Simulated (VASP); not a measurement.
# Pt in VASP: notebook

Pt is run at these levels: PBE; tasks: single point.

Program: VASP 6.6.1. These are calculated values, not measurements. Logs are shortened: lines on timing, memory, paths and dates and some standing lists are left out, and cuts for length are marked.

### 1 The cell of the first run

The cell holds a wire or tube with vacuum around it, 4 atoms: a = 11.700 Å, b = 9.300 Å, c = 4.887 Å, α = 90.00°, β = 90.00°, γ = 90.00°.

### 2 Single point, PBE, collinear spin

Contents of INCAR:

```
PREC     = Accurate       # precision mode
ENCUT    = 520            # plane-wave cutoff, eV
EDIFF    = 1E-6           # SCF threshold, eV
ISMEAR   = 0              # smearing method
SIGMA    = 0.05           # smearing width, eV
LREAL    = False          # projectors in reciprocal space
LASPH    = True           # aspherical terms in the spheres
NELM     = 150            # most SCF steps
ALGO     = Normal         # electronic algorithm
ISIF     = 2              # what is computed and relaxed
LWAVE    = False          # write WAVECAR
LCHARG   = True           # write CHGCAR
ISPIN    = 2              # spin polarisation
MAGMOM   = 1.5 1.5 1.5 1.5 # initial moments
LORBIT   = 11             # projections on sites
LMAXMIX  = 4              # l up to which the mixer works
GGA      = PE             # functional
LELF     = True           # ELF
LVHAR    = True         
NBANDS   = 32             # bands
```

Contents of KPOINTS:

```
regular mesh
0
Gamma
  1 1 13
```

Contents of POSCAR:

```
Pt
1.0
   11.7000000000      0.0000000000      0.0000000000
    0.0000000000      9.3000000000      0.0000000000
    0.0000000000      0.0000000000      4.8872734226
Pt
4
Direct
    0.3947397533      0.5000000000      0.0000000000
    0.3947397533      0.5000000000      0.5000000000
    0.6052602467      0.5000000000      0.0000000000
    0.6052602467      0.5000000000      0.5000000000
```

Potentials or basis: VASP PAW PBE potentials, release 64 (Pt).

On the command line:

```bash
cat potpaw_PBE.64/Pt/POTCAR > POTCAR
mpirun -np 1 vasp_std > vasp.out
```

OUTCAR:

```text
PREC = Accurate
   ENCUT = 520
   EDIFF = 1E-6
   ISMEAR = 0
   LREAL = False
   LASPH = True
   NELM = 150
   ISIF = 2
   ISPIN = 2
   LORBIT = 11
   GGA = PE

 ion  position               nearest neighbor table
   1  0.395  0.500  0.000-   2 2.44   2 2.44   3 2.46   4 3.47   4 3.47
   2  0.395  0.500  0.500-   1 2.44   1 2.44   4 2.46   3 3.47   3 3.47
   3  0.605  0.500  0.000-   4 2.44   4 2.44   1 2.46   2 3.47   2 3.47
   4  0.605  0.500  0.500-   3 2.44   3 2.44   2 2.46   1 3.47   1 3.47

  LATTYP: Found a simple orthorhombic cell.
 ALAT       =     4.8872734226
 B/A-ratio  =     1.9029015150
 C/A-ratio  =     2.3939728737

  Lattice vectors:

 A1 = (   0.0000000000,   0.0000000000,  -4.8872734226)
 A2 = (   0.0000000000,   9.3000000000,   0.0000000000)
 A3 = (  11.7000000000,   0.0000000000,   0.0000000000)

Analysis of symmetry for initial positions (statically):
=====================================================================
 Subroutine PRICEL returns following result:

  LATTYP: Found a simple orthorhombic cell.
 ALAT       =     2.4436367113
 B/A-ratio  =     3.8058030300
 C/A-ratio  =     4.7879457474
[... 12 lines left out ...]
 Subroutine GETGRP returns: Found  8 space group operations
 (whereof  8 operations were pure point group operations)
 out of a pool of  8 trial point group operations.

The static configuration has the point symmetry D_2h.

Analysis of symmetry for dynamics (positions and initial velocities):
=====================================================================
 Subroutine PRICEL returns following result:

  LATTYP: Found a simple orthorhombic cell.
 ALAT       =     2.4436367113
 B/A-ratio  =     3.8058030300
 C/A-ratio  =     4.7879457474
[... 12 lines left out ...]
 Subroutine GETGRP returns: Found  8 space group operations
 (whereof  8 operations were pure point group operations)
 out of a pool of  8 trial point group operations.

The dynamic configuration has the point symmetry D_2h.

Analysis of structural, dynamic, and magnetic symmetry:
=====================================================================
 Subroutine PRICEL returns following result:

  LATTYP: Found a simple orthorhombic cell.
 ALAT       =     2.4436367113
 B/A-ratio  =     3.8058030300
 C/A-ratio  =     4.7879457474
[... 12 lines left out ...]
 Subroutine GETGRP returns: Found  8 space group operations
 (whereof  8 operations were pure point group operations)
 out of a pool of  8 trial point group operations.

The overall configuration has the point symmetry D_2h.

 Subroutine INISYM returns: Found  8 space group operations
 (whereof  8 operations are pure point group operations),
 and found     2 'primitive' translations

----------------------------------------------------------------------------------------

                                     Primitive cell

  volume of cell :     265.8921

  direct lattice vectors                    reciprocal lattice vectors
     0.000000000  0.000000000 -2.443636711     0.000000000  0.000000000 -0.409226132
     0.000000000  9.300000000  0.000000000     0.000000000  0.107526882  0.000000000
    11.700000000  0.000000000  0.000000000     0.085470085  0.000000000  0.000000000

  length of vectors
     2.443636711  9.300000000 11.700000000     0.409226132  0.107526882  0.085470085

  position of ions in fractional coordinates (direct lattice)
     0.000000000  0.500000000  0.394739753
     0.000000000  0.500000000  0.605260247

  ion indices of the primitive-cell ions
   primitive index   ion index
                 1           1
                 2           3

----------------------------------------------------------------------------------------

 KPOINTS: regular mesh

Automatic generation of k-mesh.
 Grid dimensions read from file:
 generate k-points for:    1    1   13

 Generating k-lattice:

  Cartesian coordinates                     Fractional coordinates (reciprocal lattice)
     0.085470085  0.000000000  0.000000000     1.000000000  0.000000000  0.000000000
     0.000000000  0.107526882  0.000000000     0.000000000  1.000000000  0.000000000
     0.000000000  0.000000000  0.015739467     0.000000000  0.000000000  0.076923077

  Length of vectors
     0.085470085  0.107526882  0.015739467

  Shift w.r.t. Gamma in fractional coordinates (k-lattice)
     0.000000000  0.000000000  0.000000000

 Subroutine IBZKPT returns following result:
 ===========================================

 Found      7 irreducible k-points:

 Following reciprocal coordinates:
            Coordinates               Weight
  0.000000  0.000000  0.000000      1.000000
  0.000000  0.000000  0.076923      2.000000
  0.000000  0.000000  0.153846      2.000000
  0.000000  0.000000  0.230769      2.000000
  0.000000  0.000000  0.307692      2.000000
  0.000000  0.000000  0.384615      2.000000
  0.000000  0.000000  0.461538      2.000000
   k-points           NKPTS =      7   k-points in BZ     NKDIM =      7   number of bands    NBANDS=     32
   number of dos      NEDOS =    301   number of ions     NIONS =      4
   total plane-waves  NPLWV = 226800
   dimension x,y,z NGX =    90 NGY =   70 NGZ =   36
   dimension x,y,z NGXF=   180 NGYF=  140 NGZF=   72
   ions per type =               4
   NGX,Y,Z   is equivalent  to a cutoff of  12.79, 12.51, 12.25 a.u.
   NGXF,Y,Z  is equivalent  to a cutoff of  25.58, 25.03, 24.49 a.u.
 SYSTEM =  unknown system
   PREC   = accura    normal or accurate (medium, high low for compatibility)
   ISTART =      0    job   : 0-new  1-cont  2-samecut
   ICHARG =      2    charge: 1-file 2-atom 10-const
   ISPIN  =      2    spin polarized calculation?
   LNONCOLLINEAR =      F non collinear calculations
   LSORBIT =      F    spin-orbit coupling
   LASPH  =      T    aspherical Exc in radial PAW
   ENCUT  =  520.0 eV  38.22 Ry    6.18 a.u.  21.75 17.29  9.09*2*pi/ulx,y,z
   NELM   =    150;   NELMIN=  2; NELMDL= -5     # of ELM steps
   EDIFF  = 0.1E-05   stopping-criterion for ELM
   LREAL  =      F    real-space projection
   EDIFFG = 0.1E-04   stopping-criterion for IOM
   NSW    =      0    number of steps for IOM
   IBRION =     -1    ionic relax: 0-MD 1-quasi-New 2-CG
   NFREE  =      0    steps in history (QN), initial steepest desc. (CG)
   ISIF   =      2    stress and relaxation
   ISYM   =      2    0-nonsym 1-usesym 2-fastsym
   POTIM  = 0.5000    time-step for ionic-motion
   TEBEG  =    0.0;   TEEND  =   0.0 temperature during run
   PSTRESS=    0.0 pullay stress
   NELECT =      40.0000    total number of electrons
   NUPDOWN=      -1.0000    fix difference up-down
   EMIN   =  10.00;   EMAX   =-10.00  energy-range for DOS
   EFERMI =   0.00;   METHOD = LEGACY
   ISMEAR =     0;   SIGMA  =   0.05  broadening in eV -4-tet -1-fermi 0-gaus
   EFERMI_NEDOS =   21; number of points for ismear=-14 and -15
   IALGO  =     38    algorithm
   IMIX   =      4    mixing-type and parameters
     AMIX     =   0.40;   BMIX     =  1.00
     AMIX_MAG =   1.60;   BMIX_MAG =  1.00
  volume/ion in A,a.u.               =     132.95       897.16
  Fermi-wavevector in a.u.,A,eV,Ry     =   0.691061  1.305916  6.497669  0.477565
  Thomas-Fermi vector in A             =   1.772605
   LORBIT       =     11    0 simple, 1 ext, 2 COOP (PROOUT), +10 PAW based schemes
   GGA     = PE    functional components
   LHFCALC =     F    Hartree Fock is set to
   AEXX    =    0.0000 exact exchange contribution
   IVDW    =     0    specifies the selected vdW correction
   LEPSILON=     F    determine dielectric tensor
   LRPA    =     F    only Hartree local field effects (RPA)
 spin polarized calculation
 Gauss-broadening in eV      SIGMA  =   0.05
  energy-cutoff  :      520.00
  volume of cell :      531.78
 maximum number of plane-waves:     14340
 NGX is ok and might be reduce to    90
   NGX = 43   NGY = 35   NGZ = 19

 number of electron      40.0000000 magnetization       0.5578310

 Free energy of the ion-electron system (eV)
  ---------------------------------------------------
  ext. energy  EPLUGINS =         0.00000000
  ---------------------------------------------------
  free energy    TOTEN  =       -17.01114838 eV

  energy without entropy =      -16.99687699  energy(sigma->0) =      -17.00401268

 E-fermi :  -4.0049     XC(G=0):  -2.9546

 val. band max:       -4.0275295539   @ k =   0.0000   0.0000   0.3077
 cond. band min:      -3.9963256004   @ k =   0.0000   0.0000   0.0769
 fundamental gap:      0.0312039536
 Fermi energy:        -4.0048724290

 spin component 1

 k-point     1 :       0.0000    0.0000    0.0000
  band No.  band energies     occupation
      1     -10.7592      1.00000
      2     -10.0737      1.00000
      3      -9.3735      1.00000
      4      -8.6890      1.00000
      5      -7.9607      1.00000
      6      -7.4390      1.00000
[... 234 lines left out ...]
     31       3.4689      0.00000
     32       3.5071      0.00000
 Fermi energy:        -4.0048724290

 spin component 2

 k-point     1 :       0.0000    0.0000    0.0000
  band No.  band energies     occupation
      1     -10.7034      1.00000
      2     -10.0052      1.00000
      3      -9.3315      1.00000
      4      -8.6230      1.00000
      5      -7.8568      1.00000
      6      -7.3304      1.00000
[... 234 lines left out ...]
     31       3.4927      0.00000
     32       3.5127      0.00000

------------------------ aborting loop because EDIFF is reached ----------------------------------------

  FORCE on cell =-STRESS in cart. coord.  units (eV):
  Direction    XX          YY          ZZ          XY          YZ          ZX
  --------------------------------------------------------------------------------------
  -------------------------------------------------------------------------------------
  Total       -0.2522522     -0.0738935     -0.1149349      0.0000000      0.0000000      0.0000000
  in kB       -0.7599939     -0.2226287     -0.3462796      0.0000000      0.0000000      0.0000000
  external PRESSURE =      -0.4429674 kB  Pullay stress =       0.0000000 kB

 VOLUME and BASIS-vectors are now :
 -----------------------------------------------------------------------------
  energy-cutoff  :      520.00
  volume of cell :      531.78
      direct lattice vectors                 reciprocal lattice vectors
    11.700000000  0.000000000  0.000000000     0.085470085  0.000000000  0.000000000
     0.000000000  9.300000000  0.000000000     0.000000000  0.107526882  0.000000000
     0.000000000  0.000000000  4.887273423     0.000000000  0.000000000  0.204613066

 POSITION                                       TOTAL-FORCE (eV/Angst)
 -----------------------------------------------------------------------------------
      4.61846      4.65000      0.00000         0.048063     -0.000000     -0.000000
      4.61846      4.65000      2.44364         0.048063     -0.000000     -0.000000
      7.08154      4.65000      0.00000        -0.048063     -0.000000      0.000000
      7.08154      4.65000      2.44364        -0.048063      0.000000      0.000000
 -----------------------------------------------------------------------------------
    total drift:                               -0.000000      0.000000     -0.000000

  FREE ENERGIE OF THE ION-ELECTRON SYSTEM (eV)
  ---------------------------------------------------
  free  energy   TOTEN  =       -17.0111483830 eV

  energy  without entropy=      -16.9968769860  energy(sigma->0) =      -17.00401268

 total charge

# of ion       s       p       d       tot
------------------------------------------
    1        0.768   0.328   8.038   9.134
    2        0.768   0.328   8.038   9.134
    3        0.768   0.328   8.038   9.134
    4        0.768   0.328   8.038   9.134
--------------------------------------------------
tot          3.072   1.313  32.152  36.537

 magnetization (x)

# of ion       s       p       d       tot
------------------------------------------
    1        0.004   0.007   0.120   0.131
    2        0.004   0.007   0.120   0.131
    3        0.004   0.007   0.120   0.131
    4        0.004   0.007   0.120   0.131
--------------------------------------------------
tot          0.016   0.028   0.481   0.525
```

Run time: 3.9 min. Hardware: 1 thread of AMD EPYC 9R45 (Zen 5), shared host; peak memory 0.71 GiB.

What came out:

| Quantity | Value |
| --- | --- |
| Free energy | -17.0111 eV |
| Largest force | 0.048 eV/Å |
| Net moment | 0.56 μB per cell |
| Site moments | Pt +0.13 μB |
| Valence electrons inside the program's atomic spheres | Pt 9.13 |

Forces on the atoms (eV/Å):
```
Pt   0.048  0.000  0.000
Pt   0.048  0.000  0.000
Pt  -0.048  0.000  0.000
Pt  -0.048  0.000  0.000
```

Levels at points of the mesh, in eV from the Fermi level:
Spin up:
```tsv
k point	band 17	band 18	band 19	band 20	band 21	band 22	band 23	band 24
(0.00, 0.00, 0.00)	-0.10	-0.10	0.39	0.60	0.76	1.25	2.71	2.78
```
Spin down:
```tsv
k point	band 16	band 17	band 18	band 19	band 20	band 21	band 22	band 23
(0.00, 0.00, 0.00)	-0.09	-0.03	0.02	0.52	0.73	0.81	1.36	2.74
```

Caveat: spin-orbit coupling is left out, which moves the levels of the heavy elements.

### 3 Single point, PBE, collinear spin

This run uses another cell than the first one.

Contents of INCAR:

```
SYSTEM = Pt
PREC = Accurate
ENCUT = 520
EDIFF = 1E-6
ISMEAR = 0
SIGMA = 0.05
LREAL = .FALSE.
LASPH = .TRUE.
NELM = 150
ALGO = Normal
ISIF = 2
LWAVE = .FALSE.
LCHARG = .TRUE.
ISPIN = 2
MAGMOM = 1.5 1.5 1.5 1.5
LORBIT = 11
LMAXMIX = 4
GGA = PE
LELF = .TRUE.
LVHAR = .TRUE.
NBANDS = 32
```

Contents of KPOINTS:

```
Automatic mesh
0
G
  1 1 13
  0 0 0
```

Contents of POSCAR:

```
Pt
1.0
   11.7000000000      0.0000000000      0.0000000000
    0.0000000000      9.3000000000      0.0000000000
    0.0000000000      0.0000000000      5.0531301048
Pt
4
Direct
    0.3866284912      0.5000000000      0.0000000000
    0.3866284912      0.5000000000      0.5000000000
    0.6133715088      0.5000000000      0.0000000000
    0.6133715088      0.5000000000      0.5000000000
```

Potentials or basis: VASP PAW PBE potentials, release 64 (Pt).

On the command line:

```bash
cat potpaw_PBE.64/Pt/POTCAR > POTCAR
mpirun -np 1 vasp_std > vasp.out
```

Wall time 4.1 min (1 thread of AMD EPYC 9R45 (Zen 5), shared host); peak memory 0.77 GiB.

Results (log left out):

- Free energy: -16.4996 eV
- Largest force: 1.423 eV/Å
- Band gap on the k mesh: zero (filled and empty bands overlap)
- Net moment: 0.00 μB per cell
- Valence electrons inside the program's atomic spheres: Pt 8.96

Forces on the atoms (eV/Å):
```
Pt   1.423  0.000  0.000
Pt   1.423  0.000  0.000
Pt  -1.423  0.000  0.000
Pt  -1.423  0.000  0.000
```

Levels at points of the mesh, in eV from the Fermi level:
Spin up:
```
           k point  band 16  band 17  band 18  band 19  band 20  band 21  band 22  band 23  band 24  band 25
(0.00, 0.00, 0.00)    -0.08    -0.05    -0.04     0.43     0.55     0.58     0.99     2.88     2.96     3.48
```
Spin down:
```tsv
k point	band 17	band 18	band 19	band 20	band 21	band 22	band 23	band 24
(0.00, 0.00, 0.00)	-0.05	-0.04	0.43	0.55	0.58	0.99	2.88	2.96
```

Caveat: spin-orbit coupling is left out, which moves the levels of the heavy elements.
